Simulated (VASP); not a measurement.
## Hf2N: single point with PBEsol

The system is Hf2N.

```
CELL_PARAMETERS angstrom
5.29554 0.00000 0.00000
0.00000 5.29554 0.00000
0.00000 0.00000 3.22745
ATOMIC_POSITIONS crystal
Hf 0.29546 0.29546 0.00000
Hf 0.70454 0.70454 0.00000
Hf 0.79546 0.20454 0.50000
Hf 0.20454 0.79546 0.50000
N 0.00000 0.00000 0.00000
N 0.50000 0.50000 0.50000
```

| Quantity | Value |
| --- | --- |
| Program | VASP 6.6.1 |
| Task | single point |
| Functional | PBEsol |
| Potentials or basis | VASP PAW PBE potentials, release 64 (Hf_pv, N) |
| Cutoff | 520 eV |
| k mesh | 8 × 8 × 12 |
| Occupations | gaussian, width 0.1 eV |
| Spin | no spin polarisation |
| Dipole correction | no |
| Further INCAR settings | ALGO = Normal; EDIFF = 1e-06; NBANDS = 34 |

- Pressure: -1.0 GPa
- Band gap on the k mesh: zero (band 25 reaches 7.32 eV, above the bottom of band 26 at 4.62 eV)

Forces in eV/Å, atoms in the order of the input:
```
Hf   0.002  0.002  0.000
Hf  -0.002 -0.002  0.000
Hf   0.002 -0.002  0.000
Hf  -0.002  0.002  0.000
N    0.000  0.000  0.000
N    0.000  0.000  0.000
```

Stress tensor (GPa, compression positive):
```
-0.95  0.00  0.00
 0.00 -0.95  0.00
 0.00  0.00 -1.10
```

Levels at points of the mesh, in eV from the Fermi level:
```csv
k point,band 22,band 23,band 24,band 25,band 26,band 27,band 28,band 29
"(0.00, 0.00, 0.00)",-2.16,-0.10,0.79,1.05,1.12,1.12,1.57,1.78
"(0.50, 0.00, 0.00)",-2.50,-1.08,-1.08,1.44,1.44,1.88,1.88,1.99
"(0.50, 0.50, 0.00)",-1.78,-1.44,-1.44,1.05,1.05,1.52,1.52,1.84
"(0.00, 0.00, 0.50)",-1.46,-1.27,-1.27,-1.26,-1.26,2.19,2.19,3.73
"(0.50, 0.00, 0.50)",-1.98,-1.17,-1.17,-0.95,-0.95,1.78,1.78,3.86
"(0.50, 0.50, 0.50)",-1.71,-0.87,-0.87,-0.55,-0.55,1.30,1.30,2.92
```

It took 4.6 min on 1 thread of Intel(R) Xeon(R) Platinum 8259CL CPU @ 2.50GHz (Skylake/Cascade Lake) (shared host), peak memory 0.36 GiB.

Caveat: the PAW data sets were made with another functional, which shifts forces and pressure a little; spin-orbit coupling is left out, which moves the levels of the heavy elements.
